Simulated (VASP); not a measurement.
# ZnCu (P1) in VASP: single point with PBE

Aim: the single point of ZnCu with PBE.

All numbers are computed with VASP 6.6.1; they aren't measurements. Logs are shortened: lines on timing, memory, paths and dates and some standing lists are left out, and cuts for length are marked.

## Step 1: The cell of the first run

The typed cell holds 2 atoms: a = 3.061 Å, b = 2.997 Å, c = 3.061 Å, α = 90.19°, β = 86.69°, γ = 92.93°.

## Step 2: Single point, PBE (atoms moved at random and the cell strained at random)

INCAR reads:

```
PREC = Accurate ; ENCUT = 520
EDIFF = 1E-7 ; ISMEAR = 0
SIGMA = 0.1 ; LREAL = F
LASPH = T ; NELM = 80
ALGO = Fast ; ISIF = 2
LWAVE = F ; LCHARG = F
GGA = PE ; NBANDS = 18
```

KPOINTS reads:

```
regular mesh
0
Gamma
  12 12 12
```

POSCAR reads:

```
ZnCu
1.0
    3.0589126000     -0.0773357000      0.0883500000
   -0.0773357000      2.9963313500     -0.0039168500
    0.0883500000     -0.0039168500      3.0598844500
Zn Cu
1 1
Direct
    0.4958471986      0.4985704584      0.4908081494
    0.0041528014      0.0014295416      0.0091918506
```

Potentials or basis: VASP PAW PBE potentials, release 64 (Zn, Cu).

Run with:

```console
$ cat potpaw_PBE.64/Zn/POTCAR potpaw_PBE.64/Cu/POTCAR > POTCAR
$ mpirun -np 1 vasp_std > vasp.out
```

OUTCAR:

```text
PREC = Accurate
   ENCUT = 520
   EDIFF = 1E-7
   ISMEAR = 0
   LREAL = F
   LASPH = T
   NELM = 80
   ISIF = 2
   GGA = PE

 ion  position               nearest neighbor table
   1  0.496  0.499  0.491-   2 2.53   2 2.55   2 2.58   2 2.60   2 2.64   2 2.69   2 2.69   2 2.77

   2  0.004  0.001  0.009-   1 2.53   1 2.55   1 2.58   1 2.60   1 2.64   1 2.69   1 2.69   1 2.77

  LATTYP: Found a triclinic cell.
 ALAT       =     6.6850617570
 B/A-ratio  =     0.9989068550
 C/A-ratio  =     1.3566836502
 COS(alpha) =     0.0012694220
 COS(beta)  =     0.6035240850
 COS(gamma) =     0.7951046203

  Lattice vectors:

 A1 = (   6.0294752000,  -0.1507545500,  -2.8831844500)
 A2 = (   6.0404895000,   2.8416599500,   0.1727831500)
 A3 = (   3.0368840000,  -6.0621647000,  -6.0235852000)

Analysis of symmetry for initial positions (statically):
=====================================================================
 Subroutine PRICEL returns:
 Original cell was already a primitive cell.

 Routine SETGRP: Setting up the symmetry group for a
 triclinic supercell.

 Subroutine GETGRP returns: Found  1 space group operations
 (whereof  1 operations were pure point group operations)
 out of a pool of  2 trial point group operations.

The static configuration has the point symmetry C_1 .

Analysis of symmetry for dynamics (positions and initial velocities):
=====================================================================
 Subroutine PRICEL returns:
 Original cell was already a primitive cell.

 Routine SETGRP: Setting up the symmetry group for a
 triclinic supercell.

 Subroutine GETGRP returns: Found  1 space group operations
 (whereof  1 operations were pure point group operations)
 out of a pool of  2 trial point group operations.

The dynamic configuration has the point symmetry C_1 .

 Subroutine INISYM returns: Found  1 space group operations
 (whereof  1 operations are pure point group operations),
 and found     1 'primitive' translations

----------------------------------------------------------------------------------------

                                     Primitive cell

  volume of cell :      28.0037

  direct lattice vectors                    reciprocal lattice vectors
     3.058912600 -0.077335700  0.088350000     0.327399608  0.008437883 -0.009442417
    -0.077335700  2.996331350 -0.003916850     0.008437883  0.333959483  0.000183857
     0.088350000 -0.003916850  3.059884450    -0.009442417  0.000183857  0.327082599

  length of vectors
     3.061165273  2.997331765  3.061162183     0.327644412  0.334066114  0.327218917

  position of ions in fractional coordinates (direct lattice)
     0.495847199  0.498570458  0.490808149
     0.004152801  0.001429542  0.009191851

  ion indices of the primitive-cell ions
   primitive index   ion index
                 1           1
                 2           2

----------------------------------------------------------------------------------------

 KPOINTS: regular mesh

Automatic generation of k-mesh.
 Grid dimensions read from file:
 generate k-points for:   12   12   12

 Generating k-lattice:

  Cartesian coordinates                     Fractional coordinates (reciprocal lattice)
     0.027283301  0.000703157 -0.000786868     0.083333333  0.000000000 -0.000000000
     0.000703157  0.027829957  0.000015321     0.000000000  0.083333333  0.000000000
    -0.000786868  0.000015321  0.027256883    -0.000000000  0.000000000  0.083333333

  Length of vectors
     0.027303701  0.027838843  0.027268243

  Shift w.r.t. Gamma in fractional coordinates (k-lattice)
     0.000000000  0.000000000  0.000000000

 Subroutine IBZKPT returns following result:
 ===========================================

 Found    868 irreducible k-points:

 Following reciprocal coordinates:
            Coordinates               Weight
  0.000000  0.000000  0.000000      1.000000
  0.083333 -0.000000  0.000000      2.000000
  0.166667 -0.000000  0.000000      2.000000
  0.250000 -0.000000  0.000000      2.000000
  0.333333 -0.000000  0.000000      2.000000
  0.416667 -0.000000 -0.000000      2.000000
[... 16 lines left out ...]
  0.250000  0.166667  0.000000      2.000000
  0.333333  0.166667  0.000000      2.000000
 [... further k-points ...]
   k-points           NKPTS =    868   k-points in BZ     NKDIM =    868   number of bands    NBANDS=     18
   number of dos      NEDOS =    301   number of ions     NIONS =      2
   total plane-waves  NPLWV =  13824
   dimension x,y,z NGX =    24 NGY =   24 NGZ =   24
   dimension x,y,z NGXF=    48 NGYF=   48 NGZF=   48
   ions per type =               1   1
   NGX,Y,Z   is equivalent  to a cutoff of  13.03, 13.31, 13.03 a.u.
   NGXF,Y,Z  is equivalent  to a cutoff of  26.07, 26.62, 26.07 a.u.
 SYSTEM =  unknown system
   PREC   = accura    normal or accurate (medium, high low for compatibility)
   ISTART =      0    job   : 0-new  1-cont  2-samecut
   ICHARG =      2    charge: 1-file 2-atom 10-const
   ISPIN  =      1    spin polarized calculation?
   LNONCOLLINEAR =      F non collinear calculations
   LSORBIT =      F    spin-orbit coupling
   LASPH  =      T    aspherical Exc in radial PAW
   ENCUT  =  520.0 eV  38.22 Ry    6.18 a.u.   5.69  5.57  5.69*2*pi/ulx,y,z
   NELM   =     80;   NELMIN=  2; NELMDL= -5     # of ELM steps
   EDIFF  = 0.1E-06   stopping-criterion for ELM
   LREAL  =      F    real-space projection
   EDIFFG = 0.1E-05   stopping-criterion for IOM
   NSW    =      0    number of steps for IOM
   IBRION =     -1    ionic relax: 0-MD 1-quasi-New 2-CG
   NFREE  =      0    steps in history (QN), initial steepest desc. (CG)
   ISIF   =      2    stress and relaxation
   ISYM   =      2    0-nonsym 1-usesym 2-fastsym
   POTIM  = 0.5000    time-step for ionic-motion
   TEBEG  =    0.0;   TEEND  =   0.0 temperature during run
   PSTRESS=    0.0 pullay stress
   NELECT =      23.0000    total number of electrons
   NUPDOWN=      -1.0000    fix difference up-down
   EMIN   =  10.00;   EMAX   =-10.00  energy-range for DOS
   EFERMI =   0.00;   METHOD = LEGACY
   ISMEAR =     0;   SIGMA  =   0.10  broadening in eV -4-tet -1-fermi 0-gaus
   EFERMI_NEDOS =   21; number of points for ismear=-14 and -15
   IALGO  =     68    algorithm
   IMIX   =      4    mixing-type and parameters
     AMIX     =   0.40;   BMIX     =  1.00
     AMIX_MAG =   1.60;   BMIX_MAG =  1.00
  volume/ion in A,a.u.               =      14.00        94.49
  Fermi-wavevector in a.u.,A,eV,Ry     =   1.533129  2.897194 31.980296  2.350485
  Thomas-Fermi vector in A             =   2.640239
   LORBIT       =      0    0 simple, 1 ext, 2 COOP (PROOUT), +10 PAW based schemes
   GGA     = PE    functional components
   LHFCALC =     F    Hartree Fock is set to
   AEXX    =    0.0000 exact exchange contribution
   IVDW    =     0    specifies the selected vdW correction
   LEPSILON=     F    determine dielectric tensor
   LRPA    =     F    only Hartree local field effects (RPA)
 non-spin polarized calculation
 RMM-DIIS sequential band-by-band and
 Gauss-broadening in eV      SIGMA  =   0.10
  energy-cutoff  :      520.00
  volume of cell :       28.00
 maximum number of plane-waves:       766
   NGX = 11   NGY = 11   NGZ = 11

 number of electron      23.0000013 magnetization

 Free energy of the ion-electron system (eV)
  ---------------------------------------------------
  ext. energy  EPLUGINS =         0.00000000
  ---------------------------------------------------
  free energy    TOTEN  =        -4.93501575 eV

  energy without entropy =       -4.93224602  energy(sigma->0) =       -4.93363089

 E-fermi :   4.6944     XC(G=0): -11.8918

 val. band max:        4.6680113419   @ k =   0.1667  -0.4167   0.4167
 cond. band min:       4.7005520522   @ k =  -0.0000   0.2500   0.3333
 fundamental gap:      0.0325407103
 Fermi energy:         4.6943793287

 k-point     1 :       0.0000    0.0000    0.0000
  band No.  band energies     occupation
      1      -4.9476      2.00000
      2      -2.8848      2.00000
      3      -2.8668      2.00000
      4      -2.3779      2.00000
      5      -2.3270      2.00000
      6      -2.2712      2.00000
[... 10 lines left out ...]
     17      15.9765      0.00000
     18      25.1270      0.00000

 k-point     2 :       0.0833   -0.0000    0.0000
  band No.  band energies     occupation
      1      -4.8312      2.00000
      2      -2.8732      2.00000
      3      -2.8462      2.00000
      4      -2.3798      2.00000
      5      -2.3349      2.00000
      6      -2.2740      2.00000
[... 10 lines left out ...]
     17      16.6225      0.00000
     18      23.9520      0.00000

 k-point     3 :       0.1667   -0.0000    0.0000
  band No.  band energies     occupation
      1      -4.4876      2.00000
      2      -2.8434      2.00000
      3      -2.7832      2.00000
      4      -2.3891      2.00000
      5      -2.3560      2.00000
      6      -2.2777      2.00000
[... 10 lines left out ...]
     17      19.2048      0.00000
     18      22.0813      0.00000

 k-point     4 :       0.2500   -0.0000    0.0000
  band No.  band energies     occupation
      1      -3.9423      2.00000
      2      -2.8033      2.00000
      3      -2.6727      2.00000
      4      -2.4091      2.00000
      5      -2.3836      2.00000
      6      -2.2744      2.00000
[... 375 lines left out ...]
      4      -2.3933      2.00000
      5      -2.3560      2.00000
      6      -2.3264      2.00000
[... 10 lines left out ...]
     17      20.6051      0.00000
     18      20.8139      0.00000

 k-point    23 :       0.2500    0.1667    0.0000
  band No.  band energies     occupation
      1      -3.4610      2.00000
      2      -2.7324      2.00000
      3      -2.6319      2.00000
      4      -2.3984      2.00000
      5      -2.3644      2.00000
      6      -2.3218      2.00000
[... 10 lines left out ...]
     17      20.2603      0.00000
     18      21.2569      0.00000

 k-point    24 :       0.3333    0.1667    0.0000
  band No.  band energies     occupation
      1      -2.9963      2.00000
      2      -2.7016      2.00000
      3      -2.5658      2.00000
      4      -2.4369      2.00000
      5      -2.3312      2.00000
      6      -2.0398      2.00000
[... 10 lines left out ...]
     17      18.6518      0.00000
     18      21.3013      0.00000

 [... further k-points ...]

------------------------ aborting loop because EDIFF is reached ----------------------------------------

  FORCE on cell =-STRESS in cart. coord.  units (eV):
  Direction    XX          YY          ZZ          XY          YZ          ZX
  --------------------------------------------------------------------------------------
  -------------------------------------------------------------------------------------
  Total       -1.0034896     -0.9779470     -0.9790417      0.5506757     -0.0133890     -0.6200060
  in kB      -57.4126365    -55.9512661    -56.0138966     31.5057976     -0.7660251    -35.4723918
  external PRESSURE =     -56.4592664 kB  Pullay stress =       0.0000000 kB

 VOLUME and BASIS-vectors are now :
 -----------------------------------------------------------------------------
  energy-cutoff  :      520.00
  volume of cell :       28.00
      direct lattice vectors                 reciprocal lattice vectors
     3.058912600 -0.077335700  0.088350000     0.327399608  0.008437883 -0.009442417
    -0.077335700  2.996331350 -0.003916850     0.008437883  0.333959483  0.000183857
     0.088350000 -0.003916850  3.059884450    -0.009442417  0.000183857  0.327082599

 POSITION                                       TOTAL-FORCE (eV/Angst)
 -----------------------------------------------------------------------------------
      1.52156      1.45361      1.54367         0.038212      0.037660      0.162109
      0.01340      0.00393      0.02849        -0.038212     -0.037660     -0.162109
 -----------------------------------------------------------------------------------
    total drift:                                0.000853     -0.000096      0.000086

  FREE ENERGIE OF THE ION-ELECTRON SYSTEM (eV)
  ---------------------------------------------------
  free  energy   TOTEN  =        -4.9350157533 eV

  energy  without entropy=       -4.9322460246  energy(sigma->0) =       -4.93363089
```

Wall time 2.4 min (1 thread of Intel Xeon 6975P-C (Granite Rapids), shared host); peak memory 0.52 GiB.

Results:

* Free energy: -4.9350 eV
* Pressure: -5.6 GPa
* Largest force: 0.171 eV/Å
* Band gap on the k mesh: zero (an odd number of electrons rules out a gap without spin polarisation)

Forces in eV/Å, atoms in the order of the input:
```
Zn   0.038  0.038  0.162
Cu  -0.038 -0.038 -0.162
```

Caveat: the cell differs from its parent crystal (atoms moved at random and the cell strained at random); the cell stands under tension.

The gap in the log of VASP goes by the Fermi energy; the results here count the filled bands.